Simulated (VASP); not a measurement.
# Zn5O3 (P-6m2) in VASP: single point with PBE

Aim: the single point of Zn5O3 with PBE.

Program: VASP 6.6.1. These are calculated values, not measurements. Logs are shortened: lines on timing, memory, paths and dates and some standing lists are left out, and cuts for length are marked.

## (1) The cell of the first run

It takes space group P-6m2 (No. 187, hexagonal). The conventional cell has a = 3.332 Å, b = 3.332 Å, c = 13.167 Å, α = 90.00°, β = 90.00°, γ = 120.00°. Zn (site symmetry 3m) has 4 O at 1.92 to 2.43 Å within 2.6 Å. Zn (site symmetry -6m2) has 5 O at 1.92 to 2.41 Å within 2.6 Å. Zn (site symmetry 3m) has 10 Zn at 2.64 to 3.42 Å and 3 O at 3.44 Å within 3.5 Å. Within 2.6 Å of O (site symmetry 3m) lie 4 Zn at 1.92 to 2.41 Å. Within 2.6 Å of O (site symmetry -6m2) lie 5 Zn at 1.92 to 2.43 Å.

## (2) Single point, PBE

Contents of INCAR:

```
PREC = Accurate
ENCUT = 520
EDIFF = 1E-6
ISMEAR = 0
SIGMA = 0.1
LREAL = F
LASPH = T
NELM = 60
ALGO = Normal
ISIF = 2
LWAVE = F
LCHARG = F
GGA = PE
NBANDS = 49
```

Contents of KPOINTS:

```
Automatic mesh
0
Gamma
  12 12 4
```

Contents of POSCAR:

```
Zn5O3
1.0
    3.3322603960      0.0000000000      0.0000000000
   -1.6661301980      2.8858221550      0.0000000000
    0.0000000000      0.0000000000     13.1674016665
Zn O
5 3
Direct
    0.3333333333      0.6666666667      0.1845611205
    0.0000000000      0.0000000000      0.0000000000
    0.3333333333      0.6666666667      0.8154388795
    0.6666666667      0.3333333333      0.6002607432
    0.6666666667      0.3333333333      0.3997392568
    0.0000000000      0.0000000000      0.1832317839
    0.3333333333      0.6666666667      0.0000000000
    0.0000000000      0.0000000000      0.8167682161
```

Potentials or basis: VASP PAW PBE potentials, release 64 (Zn, O).

Command:

```bash
$ cat potpaw_PBE.64/Zn/POTCAR potpaw_PBE.64/O/POTCAR > POTCAR
$ mpirun -np 1 vasp_std > vasp.out
```

OUTCAR:

```text
PREC = Accurate
   ENCUT = 520
   EDIFF = 1E-6
   ISMEAR = 0
   LREAL = F
   LASPH = T
   NELM = 60
   ISIF = 2
   GGA = PE

 ion  position               nearest neighbor table
   1  0.333  0.667  0.185-   6 1.92   6 1.92   6 1.92   7 2.43
   2  0.000  0.000  0.000-   7 1.92   7 1.92   7 1.92   8 2.41   6 2.41
   3  0.333  0.667  0.815-   8 1.92   8 1.92   8 1.92   7 2.43
   4  0.667  0.333  0.600-   5 2.64
   5  0.667  0.333  0.400-   4 2.64
   6  0.000  0.000  0.183-   1 1.92   1 1.92   1 1.92   2 2.41
   7  0.333  0.667  0.000-   2 1.92   2 1.92   2 1.92   3 2.43   1 2.43
   8  0.000  0.000  0.817-   3 1.92   3 1.92   3 1.92   2 2.41

  LATTYP: Found a hexagonal cell.
 ALAT       =     3.3322603960
 C/A-ratio  =     3.9514924111

  Lattice vectors:

 A1 = (   3.3322603960,   0.0000000000,   0.0000000000)
 A2 = (  -1.6661301980,   2.8858221550,   0.0000000000)
 A3 = (   0.0000000000,   0.0000000000,  13.1674016665)

Analysis of symmetry for initial positions (statically):
=====================================================================
 Subroutine PRICEL returns:
 Original cell was already a primitive cell.

 Routine SETGRP: Setting up the symmetry group for a
 hexagonal supercell.

 Subroutine GETGRP returns: Found 12 space group operations
 (whereof 12 operations were pure point group operations)
 out of a pool of 24 trial point group operations.

The static configuration has the point symmetry D_3h.

Analysis of symmetry for dynamics (positions and initial velocities):
=====================================================================
 Subroutine PRICEL returns:
 Original cell was already a primitive cell.

 Routine SETGRP: Setting up the symmetry group for a
 hexagonal supercell.

 Subroutine GETGRP returns: Found 12 space group operations
 (whereof 12 operations were pure point group operations)
 out of a pool of 24 trial point group operations.

The dynamic configuration has the point symmetry D_3h.

 Subroutine INISYM returns: Found 12 space group operations
 (whereof 12 operations are pure point group operations),
 and found     1 'primitive' translations

----------------------------------------------------------------------------------------

                                     Primitive cell

  volume of cell :     126.6218

  direct lattice vectors                    reciprocal lattice vectors
     3.332260396  0.000000000  0.000000000     0.300096595  0.173260850  0.000000000
    -1.666130198  2.885822155  0.000000000     0.000000000  0.346521700  0.000000000
     0.000000000  0.000000000 13.167401666     0.000000000  0.000000000  0.075945128

  length of vectors
     3.332260396  3.332260396 13.167401666     0.346521700  0.346521700  0.075945128

  position of ions in fractional coordinates (direct lattice)
     0.333333333  0.666666667  0.184561120
     0.000000000  0.000000000  0.000000000
     0.333333333  0.666666667  0.815438880
     0.666666667  0.333333333  0.600260743
     0.666666667  0.333333333  0.399739257
     0.000000000  0.000000000  0.183231784
     0.333333333  0.666666667  0.000000000
     0.000000000  0.000000000  0.816768216

  ion indices of the primitive-cell ions
   primitive index   ion index
                 1           1
                 2           2
                 3           3
                 4           4
                 5           5
                 6           6
                 7           7
                 8           8

----------------------------------------------------------------------------------------

 KPOINTS: Automatic mesh

Automatic generation of k-mesh.
 Grid dimensions read from file:
 generate k-points for:   12   12    4

 Generating k-lattice:

  Cartesian coordinates                     Fractional coordinates (reciprocal lattice)
     0.025008050  0.014438404  0.000000000     0.083333333  0.000000000  0.000000000
     0.000000000  0.028876808  0.000000000     0.000000000  0.083333333  0.000000000
     0.000000000  0.000000000  0.018986282     0.000000000  0.000000000  0.250000000

  Length of vectors
     0.028876808  0.028876808  0.018986282

  Shift w.r.t. Gamma in fractional coordinates (k-lattice)
     0.000000000  0.000000000  0.000000000

 Subroutine IBZKPT returns following result:
 ===========================================

 Found     57 irreducible k-points:

 Following reciprocal coordinates:
            Coordinates               Weight
  0.000000  0.000000  0.000000      1.000000
  0.083333  0.000000  0.000000      6.000000
  0.166667  0.000000  0.000000      6.000000
  0.250000  0.000000  0.000000      6.000000
  0.333333  0.000000  0.000000      6.000000
  0.416667  0.000000  0.000000      6.000000
[... 16 lines left out ...]
  0.250000  0.000000  0.250000     12.000000
  0.333333  0.000000  0.250000     12.000000
 [... further k-points ...]
   k-points           NKPTS =     57   k-points in BZ     NKDIM =     57   number of bands    NBANDS=     49
   number of dos      NEDOS =    301   number of ions     NIONS =      8
   total plane-waves  NPLWV =  76832
   dimension x,y,z NGX =    28 NGY =   28 NGZ =   98
   dimension x,y,z NGXF=    56 NGYF=   56 NGZF=  196
   ions per type =               5   3
   NGX,Y,Z   is equivalent  to a cutoff of  13.97, 13.97, 12.37 a.u.
   NGXF,Y,Z  is equivalent  to a cutoff of  27.94, 27.94, 24.75 a.u.
 SYSTEM =  unknown system
   PREC   = accura    normal or accurate (medium, high low for compatibility)
   ISTART =      0    job   : 0-new  1-cont  2-samecut
   ICHARG =      2    charge: 1-file 2-atom 10-const
   ISPIN  =      1    spin polarized calculation?
   LNONCOLLINEAR =      F non collinear calculations
   LSORBIT =      F    spin-orbit coupling
   LASPH  =      T    aspherical Exc in radial PAW
   ENCUT  =  520.0 eV  38.22 Ry    6.18 a.u.   6.20  6.20 24.48*2*pi/ulx,y,z
   NELM   =     60;   NELMIN=  2; NELMDL= -5     # of ELM steps
   EDIFF  = 0.1E-05   stopping-criterion for ELM
   LREAL  =      F    real-space projection
   EDIFFG = 0.1E-04   stopping-criterion for IOM
   NSW    =      0    number of steps for IOM
   IBRION =     -1    ionic relax: 0-MD 1-quasi-New 2-CG
   NFREE  =      0    steps in history (QN), initial steepest desc. (CG)
   ISIF   =      2    stress and relaxation
   ISYM   =      2    0-nonsym 1-usesym 2-fastsym
   POTIM  = 0.5000    time-step for ionic-motion
   TEBEG  =    0.0;   TEEND  =   0.0 temperature during run
   PSTRESS=    0.0 pullay stress
   NELECT =      78.0000    total number of electrons
   NUPDOWN=      -1.0000    fix difference up-down
   EMIN   =  10.00;   EMAX   =-10.00  energy-range for DOS
   EFERMI =   0.00;   METHOD = LEGACY
   ISMEAR =     0;   SIGMA  =   0.10  broadening in eV -4-tet -1-fermi 0-gaus
   EFERMI_NEDOS =   21; number of points for ismear=-14 and -15
   IALGO  =     38    algorithm
   IMIX   =      4    mixing-type and parameters
     AMIX     =   0.40;   BMIX     =  1.00
     AMIX_MAG =   1.60;   BMIX_MAG =  1.00
  volume/ion in A,a.u.               =      15.83       106.81
  Fermi-wavevector in a.u.,A,eV,Ry     =   1.392954  2.632302 26.399676  1.940321
  Thomas-Fermi vector in A             =   2.516647
   LORBIT       =      0    0 simple, 1 ext, 2 COOP (PROOUT), +10 PAW based schemes
   GGA     = PE    functional components
   LHFCALC =     F    Hartree Fock is set to
   AEXX    =    0.0000 exact exchange contribution
   IVDW    =     0    specifies the selected vdW correction
   LEPSILON=     F    determine dielectric tensor
   LRPA    =     F    only Hartree local field effects (RPA)
 non-spin polarized calculation
 Gauss-broadening in eV      SIGMA  =   0.10
  energy-cutoff  :      520.00
  volume of cell :      126.62
 maximum number of plane-waves:      3457
 NGX is ok and might be reduce to    28
   NGX = 13   NGY = 13   NGZ = 49

 number of electron      78.0000001 magnetization

 Free energy of the ion-electron system (eV)
  ---------------------------------------------------
  ext. energy  EPLUGINS =         0.00000000
  ---------------------------------------------------
  free energy    TOTEN  =       -26.87686961 eV

  energy without entropy =      -26.87117066  energy(sigma->0) =      -26.87402013

 E-fermi :   1.2642     XC(G=0):  -9.9752

 val. band max:        1.2283610781   @ k =   0.0833   0.0000   0.2500
 cond. band min:       1.3436358992   @ k =   0.0000   0.0000   0.5000
 fundamental gap:      0.1152748211
 Fermi energy:         1.2642155749

 k-point     1 :       0.0000    0.0000    0.0000
  band No.  band energies     occupation
      1     -17.8227      2.00000
      2     -17.4828      2.00000
      3     -17.1603      2.00000
      4      -5.9960      2.00000
      5      -5.9960      2.00000
      6      -5.9861      2.00000
[... 41 lines left out ...]
     48      11.1198      0.00000
     49      12.1086      0.00000

 k-point     2 :       0.0833    0.0000    0.0000
  band No.  band energies     occupation
      1     -17.7858      2.00000
      2     -17.4540      2.00000
      3     -17.1416      2.00000
      4      -6.0172      2.00000
      5      -6.0046      2.00000
      6      -5.9528      2.00000
[... 41 lines left out ...]
     48      10.7471      0.00000
     49      11.3478      0.00000

 k-point     3 :       0.1667    0.0000    0.0000
  band No.  band energies     occupation
      1     -17.6824      2.00000
      2     -17.3746      2.00000
      3     -17.0918      2.00000
      4      -6.0620      2.00000
      5      -6.0443      2.00000
      6      -5.8774      2.00000
[... 1081 lines left out ...]
     48       9.1781      0.00000
     49       9.7691      0.00000

 k-point    24 :       0.3333    0.0000    0.2500
  band No.  band energies     occupation
      1     -17.3671      2.00000
      2     -17.1509      2.00000
      3     -16.9763      2.00000
      4      -6.0832      2.00000
      5      -6.0596      2.00000
      6      -5.8310      2.00000
[... 41 lines left out ...]
     48       8.5763      0.00000
     49       9.0360      0.00000

 [... further k-points ...]

------------------------ aborting loop because EDIFF is reached ----------------------------------------

  FORCE on cell =-STRESS in cart. coord.  units (eV):
  Direction    XX          YY          ZZ          XY          YZ          ZX
  --------------------------------------------------------------------------------------
  -------------------------------------------------------------------------------------
  Total        0.6927389      0.6927389      0.1100791      0.0000000     -0.0000000      0.0000000
  in kB        8.7653966      8.7653966      1.3928579      0.0000000     -0.0000000      0.0000000
  external PRESSURE =       6.3078837 kB  Pullay stress =       0.0000000 kB

 VOLUME and BASIS-vectors are now :
 -----------------------------------------------------------------------------
  energy-cutoff  :      520.00
  volume of cell :      126.62
      direct lattice vectors                 reciprocal lattice vectors
     3.332260396  0.000000000  0.000000000     0.300096595  0.173260850  0.000000000
    -1.666130198  2.885822155  0.000000000     0.000000000  0.346521700  0.000000000
     0.000000000  0.000000000 13.167401666     0.000000000  0.000000000  0.075945128

 POSITION                                       TOTAL-FORCE (eV/Angst)
 -----------------------------------------------------------------------------------
     -0.00000      1.92388      2.43019         0.000000      0.000000      0.013254
      0.00000      0.00000      0.00000         0.000000      0.000000      0.000000
     -0.00000      1.92388     10.73721         0.000000      0.000000     -0.013254
      1.66613      0.96194      7.90387        -0.000000      0.000000      0.006174
      1.66613      0.96194      5.26353        -0.000000     -0.000000     -0.006174
      0.00000      0.00000      2.41269         0.000000      0.000000      0.010955
     -0.00000      1.92388      0.00000        -0.000000      0.000000      0.000000
      0.00000      0.00000     10.75472        -0.000000     -0.000000     -0.010955
 -----------------------------------------------------------------------------------
    total drift:                                0.000003     -0.000002     -0.000000

  FREE ENERGIE OF THE ION-ELECTRON SYSTEM (eV)
  ---------------------------------------------------
  free  energy   TOTEN  =       -26.8768696081 eV

  energy  without entropy=      -26.8711706582  energy(sigma->0) =      -26.87402013
```

It took 3.9 min on 1 thread of Intel Xeon 6975P-C (Granite Rapids), shared host; peak memory 0.41 GiB.

Results:

* Free energy: -26.8769 eV
* Pressure: 0.6 GPa
* Largest force: 0.013 eV/Å
* Band gap on the k mesh: zero (bands 39 and 40 overlap by 1.66 eV)

Forces in eV/Å, atoms in the order of the input:
```
Zn   0.000  0.000  0.013
Zn   0.000  0.000  0.000
Zn   0.000  0.000 -0.013
Zn   0.000  0.000  0.006
Zn   0.000  0.000 -0.006
O    0.000  0.000  0.011
O    0.000  0.000  0.000
O    0.000  0.000 -0.011
```

The gap in the log of VASP goes by the Fermi energy; the results here count the filled bands.